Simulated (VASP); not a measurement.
# WF (R3m) in VASP: a series of runs

The runs below take WF through single point, with PBE.

All numbers are computed with VASP 6.6.1; they aren't measurements. Logs are shortened: lines on timing, memory, paths and dates and some standing lists are left out, and cuts for length are marked.

## (1) The cell of the first run

Symmetry: R3m, No. 160, trigonal system. Conventional cell: a = 2.676 Å, b = 2.676 Å, c = 14.898 Å, α = 90.00°, β = 90.00°, γ = 120.00°. Within 2.4 Å of W (site symmetry 3m) lie 1 F at 1.83 Å. Within 2.4 Å of F (site symmetry 3m) lie 1 W at 1.83 Å.

## (2) Single point, PBE

File INCAR:

```
  PREC = Accurate
  ENCUT = 520
  EDIFF = 1E-7
  ISMEAR = -1
  SIGMA = 0.05
  LREAL = False
  LASPH = True
  NELM = 60
  ALGO = Normal
  ISIF = 2
  LWAVE = False
  LCHARG = True
  GGA = PE
  LELF = True
  LVHAR = True
  NBANDS = 18
```

File KPOINTS:

```
Automatic mesh
0
Gamma
  11 11 11
```

File POSCAR:

```
WF
1.0
    1.3380068700      0.7725016053      4.9661097367
   -1.3380068700      0.7725016053      4.9661097367
    0.0000000000     -1.5449934148      4.9661097367
W F
1 1
Direct
    0.8141200000      0.8141200000      0.8141200000
    0.9371200000      0.9371200000      0.9371200000
```

Potentials or basis: VASP PAW PBE potentials, release 64 (W_sv, F).

Launch:

```
$ cat potpaw_PBE.64/W_sv/POTCAR potpaw_PBE.64/F/POTCAR > POTCAR
$ mpirun -np 1 vasp_std > vasp.out
```

OUTCAR:

```text
PREC = Accurate
   ENCUT = 520
   EDIFF = 1E-7
   ISMEAR = -1
   LREAL = False
   LASPH = True
   NELM = 60
   ISIF = 2
   GGA = PE

 ion  position               nearest neighbor table
   1  0.814  0.814  0.814-   2 1.83
   2  0.937  0.937  0.937-   1 1.83

  LATTYP: Found a trigonal (rhomboedric) cell.
 ALAT       =     5.2008909844
 COS(alpha) =     0.8676295086

  Lattice vectors:

 A1 = (   1.3380068700,   0.7725016053,   4.9661097367)
 A2 = (  -1.3380068700,   0.7725016053,   4.9661097367)
 A3 = (   0.0000000000,  -1.5449934148,   4.9661097367)

Analysis of symmetry for initial positions (statically):
=====================================================================
 Subroutine PRICEL returns:
 Original cell was already a primitive cell.

 Routine SETGRP: Setting up the symmetry group for a
 trigonal (rhombohedral) supercell.

 Subroutine GETGRP returns: Found  6 space group operations
 (whereof  6 operations were pure point group operations)
 out of a pool of 12 trial point group operations.

The static configuration has the point symmetry C_3v.

Analysis of symmetry for dynamics (positions and initial velocities):
=====================================================================
 Subroutine PRICEL returns:
 Original cell was already a primitive cell.

 Routine SETGRP: Setting up the symmetry group for a
 trigonal (rhombohedral) supercell.

 Subroutine GETGRP returns: Found  6 space group operations
 (whereof  6 operations were pure point group operations)
 out of a pool of 12 trial point group operations.

The dynamic configuration has the point symmetry C_3v.

 Subroutine INISYM returns: Found  6 space group operations
 (whereof  6 operations are pure point group operations),
 and found     1 'primitive' translations

----------------------------------------------------------------------------------------

                                     Primitive cell

  volume of cell :      30.7981

  direct lattice vectors                    reciprocal lattice vectors
     1.338006870  0.772501605  4.966109737     0.373690159  0.215750194  0.067121479
    -1.338006870  0.772501605  4.966109737    -0.373690159  0.215750194  0.067121479
     0.000000000 -1.544993415  4.966109737     0.000000000 -0.431500388  0.067121904

  length of vectors
     5.200890984  5.200890984  5.200889402     0.436689563  0.436689563  0.436689747

  position of ions in fractional coordinates (direct lattice)
     0.814120000  0.814120000  0.814120000
     0.937120000  0.937120000  0.937120000

  ion indices of the primitive-cell ions
   primitive index   ion index
                 1           1
                 2           2

----------------------------------------------------------------------------------------

 KPOINTS: Automatic mesh

Automatic generation of k-mesh.
 Grid dimensions read from file:
 generate k-points for:   11   11   11

 Generating k-lattice:

  Cartesian coordinates                     Fractional coordinates (reciprocal lattice)
     0.033971833  0.019613654  0.006101953     0.090909091  0.000000000  0.000000000
    -0.033971833  0.019613654  0.006101953     0.000000000  0.090909091  0.000000000
     0.000000000 -0.039227308  0.006101991     0.000000000  0.000000000  0.090909091

  Length of vectors
     0.039699051  0.039699051  0.039699068

  Shift w.r.t. Gamma in fractional coordinates (k-lattice)
     0.000000000  0.000000000  0.000000000

 Subroutine IBZKPT returns following result:
 ===========================================

 Found    146 irreducible k-points:

 Following reciprocal coordinates:
            Coordinates               Weight
  0.000000  0.000000  0.000000      1.000000
  0.090909  0.000000 -0.000000      6.000000
  0.181818  0.000000 -0.000000      6.000000
  0.272727  0.000000 -0.000000      6.000000
  0.363636  0.000000 -0.000000      6.000000
  0.454545  0.000000 -0.000000      6.000000
[... 16 lines left out ...]
 -0.272727  0.181818  0.000000     12.000000
 -0.181818  0.181818  0.000000      6.000000
 [... further k-points ...]
   k-points           NKPTS =    146   k-points in BZ     NKDIM =    146   number of bands    NBANDS=     18
   number of dos      NEDOS =    301   number of ions     NIONS =      2
   total plane-waves  NPLWV =  64000
   dimension x,y,z NGX =    40 NGY =   40 NGZ =   40
   dimension x,y,z NGXF=    80 NGYF=   80 NGZF=   80
   ions per type =               1   1
   NGX,Y,Z   is equivalent  to a cutoff of  12.79, 12.79, 12.79 a.u.
   NGXF,Y,Z  is equivalent  to a cutoff of  25.57, 25.57, 25.57 a.u.
 SYSTEM =  unknown system
   PREC   = accura    normal or accurate (medium, high low for compatibility)
   ISTART =      0    job   : 0-new  1-cont  2-samecut
   ICHARG =      2    charge: 1-file 2-atom 10-const
   ISPIN  =      1    spin polarized calculation?
   LNONCOLLINEAR =      F non collinear calculations
   LSORBIT =      F    spin-orbit coupling
   LASPH  =      T    aspherical Exc in radial PAW
   ENCUT  =  520.0 eV  38.22 Ry    6.18 a.u.   9.67  9.67  9.67*2*pi/ulx,y,z
   NELM   =     60;   NELMIN=  2; NELMDL= -5     # of ELM steps
   EDIFF  = 0.1E-06   stopping-criterion for ELM
   LREAL  =      F    real-space projection
   EDIFFG = 0.1E-05   stopping-criterion for IOM
   NSW    =      0    number of steps for IOM
   IBRION =     -1    ionic relax: 0-MD 1-quasi-New 2-CG
   NFREE  =      0    steps in history (QN), initial steepest desc. (CG)
   ISIF   =      2    stress and relaxation
   ISYM   =      2    0-nonsym 1-usesym 2-fastsym
   POTIM  = 0.5000    time-step for ionic-motion
   TEBEG  =    0.0;   TEEND  =   0.0 temperature during run
   PSTRESS=    0.0 pullay stress
   NELECT =      21.0000    total number of electrons
   NUPDOWN=      -1.0000    fix difference up-down
   EMIN   =  10.00;   EMAX   =-10.00  energy-range for DOS
   EFERMI =   0.00;   METHOD = LEGACY
   ISMEAR =    -1;   SIGMA  =   0.05  broadening in eV -4-tet -1-fermi 0-gaus
   EFERMI_NEDOS =   21; number of points for ismear=-14 and -15
   IALGO  =     38    algorithm
   IMIX   =      4    mixing-type and parameters
     AMIX     =   0.40;   BMIX     =  1.00
     AMIX_MAG =   1.60;   BMIX_MAG =  1.00
  volume/ion in A,a.u.               =      15.40       103.92
  Fermi-wavevector in a.u.,A,eV,Ry     =   1.440921  2.722945 28.249133  2.076253
  Thomas-Fermi vector in A             =   2.559611
   LORBIT       =      0    0 simple, 1 ext, 2 COOP (PROOUT), +10 PAW based schemes
   GGA     = PE    functional components
   LHFCALC =     F    Hartree Fock is set to
   AEXX    =    0.0000 exact exchange contribution
   IVDW    =     0    specifies the selected vdW correction
   LEPSILON=     F    determine dielectric tensor
   LRPA    =     F    only Hartree local field effects (RPA)
 non-spin polarized calculation
  energy-cutoff  :      520.00
  volume of cell :       30.80
 maximum number of plane-waves:       847
   NGX = 19   NGY = 19   NGZ = 19

 number of electron      20.9999999 magnetization

 Free energy of the ion-electron system (eV)
  ---------------------------------------------------
  ext. energy  EPLUGINS =         0.00000000
  ---------------------------------------------------
  free energy    TOTEN  =       -15.74663620 eV

  energy without entropy =      -15.73697879  energy(sigma->0) =      -15.74180749

 E-fermi :   5.2647     XC(G=0): -10.9882

 val. band max:        5.2626249781   @ k =  -0.4545   0.4545   0.2727
 cond. band min:       5.2817214616   @ k =  -0.3636   0.4545   0.3636
 fundamental gap:      0.0190964835
 Fermi energy:         5.2647476352

 k-point     1 :       0.0000    0.0000    0.0000
  band No.  band energies     occupation
      1     -68.7882      2.00000
      2     -33.5811      2.00000
      3     -32.0726      2.00000
      4     -32.0726      2.00000
      5     -19.2524      2.00000
      6      -1.6469      2.00000
[... 10 lines left out ...]
     17      19.9902      0.00000
     18      25.7282      0.00000

 k-point     2 :       0.0909    0.0000   -0.0000
  band No.  band energies     occupation
      1     -68.7760      2.00000
      2     -33.5626      2.00000
      3     -32.2055      2.00000
      4     -32.1024      2.00000
      5     -19.2102      2.00000
      6      -1.5662      2.00000
[... 10 lines left out ...]
     17      20.8964      0.00000
     18      25.3338      0.00000

 k-point     3 :       0.1818    0.0000   -0.0000
  band No.  band energies     occupation
      1     -68.7431      2.00000
      2     -33.5126      2.00000
      3     -32.5522      2.00000
      4     -32.1814      2.00000
      5     -19.0949      2.00000
      6      -1.4786      2.00000
[... 10 lines left out ...]
     17      22.7743      0.00000
     18      23.3701      0.00000

 k-point     4 :       0.2727    0.0000   -0.0000
  band No.  band energies     occupation
      1     -68.6997      2.00000
      2     -33.4464      2.00000
      3     -32.9868      2.00000
      4     -32.2833      2.00000
      5     -18.9398      2.00000
      6      -1.3630      2.00000
[... 375 lines left out ...]
      4     -32.7223      2.00000
      5     -18.6625      2.00000
      6      -1.6861      2.00000
[... 10 lines left out ...]
     17      19.7809      0.00000
     18      20.3008      0.00000

 k-point    23 :      -0.2727    0.1818    0.0000
  band No.  band energies     occupation
      1     -68.6448      2.00000
      2     -33.3625      2.00000
      3     -33.3229      2.00000
      4     -32.6156      2.00000
      5     -18.7397      2.00000
      6      -1.4862      2.00000
[... 10 lines left out ...]
     17      19.5087      0.00000
     18      20.8560      0.00000

 k-point    24 :      -0.1818    0.1818    0.0000
  band No.  band energies     occupation
      1     -68.6786      2.00000
      2     -33.4141      2.00000
      3     -33.0893      2.00000
      4     -32.4437      2.00000
      5     -18.8651      2.00000
      6      -1.2917      2.00000
[... 10 lines left out ...]
     17      20.7344      0.00000
     18      21.6255      0.00000

 [... further k-points ...]

------------------------ aborting loop because EDIFF is reached ----------------------------------------

  FORCE on cell =-STRESS in cart. coord.  units (eV):
  Direction    XX          YY          ZZ          XY          YZ          ZX
  --------------------------------------------------------------------------------------
  -------------------------------------------------------------------------------------
  Total        2.2569789      2.2569772      3.3372736     -0.0000000      0.0000022      0.0000000
  in kB      117.4125775    117.4124904    173.6116800     -0.0000000      0.0001142      0.0000000
  external PRESSURE =     136.1455827 kB  Pullay stress =       0.0000000 kB

 VOLUME and BASIS-vectors are now :
 -----------------------------------------------------------------------------
  energy-cutoff  :      520.00
  volume of cell :       30.80
      direct lattice vectors                 reciprocal lattice vectors
     1.338006870  0.772501605  4.966109737     0.373690159  0.215750194  0.067121479
    -1.338006870  0.772501605  4.966109737    -0.373690159  0.215750194  0.067121479
     0.000000000 -1.544993415  4.966109737     0.000000000 -0.431500388  0.067121904

 POSITION                                       TOTAL-FORCE (eV/Angst)
 -----------------------------------------------------------------------------------
      0.00000      0.00001     12.12903         0.000000     -0.000001     -1.754254
      0.00000      0.00001     13.96152         0.000000      0.000001      1.754254
 -----------------------------------------------------------------------------------
    total drift:                               -0.000000      0.000016      0.000046

  FREE ENERGIE OF THE ION-ELECTRON SYSTEM (eV)
  ---------------------------------------------------
  free  energy   TOTEN  =       -15.7466362030 eV

  energy  without entropy=      -15.7369787853  energy(sigma->0) =      -15.74180749
```

It took 2.2 min on 1 thread of Intel Xeon Platinum 8559C (Emerald Rapids), shared host; peak memory 0.29 GiB.

What came out:

```yaml
Free_energy: -15.7466 eV
Pressure: 13.6 GPa
Largest_force: 1.754 eV/Å
```

Forces in eV/Å, atoms in the order of the input:
```
W    0.000  0.000 -1.754
F    0.000  0.000  1.754
```

Levels at points of the mesh, in eV from the Fermi level:
| k point | band 7 | band 8 | band 9 | band 10 | band 11 | band 12 | band 13 | band 14 |
| --- | --- | --- | --- | --- | --- | --- | --- | --- |
| (0.00, 0.00, 0.00) | -6.82 | -4.24 | -4.24 | -0.37 | -0.21 | -0.21 | 4.01 | 4.01 |

Caveat: spin-orbit coupling is left out, which moves the levels of the heavy elements; an odd number of electrons without spin polarisation forces a metal; a magnetic or distorted state may lie lower.

## (3) Single point, PBE

This run uses another cell than the first one, of 15.73 Å³/atom, 1.021 times its volume.

File INCAR:

```
PREC     = Accurate       # precision mode
ENCUT    = 520            # plane-wave cutoff, eV
EDIFF    = 1E-6           # SCF threshold, eV
ISMEAR   = -1             # smearing method
SIGMA    = 0.05           # smearing width, eV
LREAL    = F              # projectors in reciprocal space
LASPH    = T              # aspherical terms in the spheres
NELM     = 60             # most SCF steps
ALGO     = Normal         # electronic algorithm
ISIF     = 2              # what is computed and relaxed
LWAVE    = F              # write WAVECAR
LCHARG   = F              # write CHGCAR
GGA      = PE             # functional
NBANDS   = 18             # bands
```

File KPOINTS:

```
regular mesh
0
Gamma
  11 11 11
```

File POSCAR:

```
WF
1.0
    1.3474297641      0.7779419367      5.0010834928
   -1.3474297641      0.7779419367      5.0010834928
    0.0000000000     -1.5558740086      5.0010834928
W F
1 1
Direct
    0.8141200000      0.8141200000      0.8141200000
    0.9371200000      0.9371200000      0.9371200000
```

Potentials or basis: VASP PAW PBE potentials, release 64 (W_sv, F).

Launch:

```
$ cat potpaw_PBE.64/W_sv/POTCAR potpaw_PBE.64/F/POTCAR > POTCAR
$ mpirun -np 1 vasp_std > vasp.out
```

Run time: 2 min. Hardware: 1 thread of Intel Xeon Platinum 8559C (Emerald Rapids), shared host; peak memory 0.28 GiB.

The run converged. Its results:

| Property | Result |
| --- | --- |
| Free energy | -15.7943 eV |
| Pressure | 9.2 GPa |
| Largest force | 1.266 eV/Å |

Forces in eV/Å, atoms in the order of the input:
```
W    0.000  0.000 -1.266
F    0.000  0.000  1.266
```

Stress tensor (GPa, compression positive):
```
 7.82  0.00  0.00
 0.00  7.82  0.00
 0.00  0.00 12.09
```

Levels at points of the mesh, in eV from the Fermi level:
```tsv
k point	band 8	band 9	band 10	band 11	band 12	band 13
(0.00, 0.00, 0.00)	-4.16	-4.16	-0.34	-0.19	-0.19	3.90
```

Caveat: spin-orbit coupling is left out, which moves the levels of the heavy elements; an odd number of electrons without spin polarisation forces a metal; a magnetic or distorted state may lie lower.

[end of part 1 of 2]
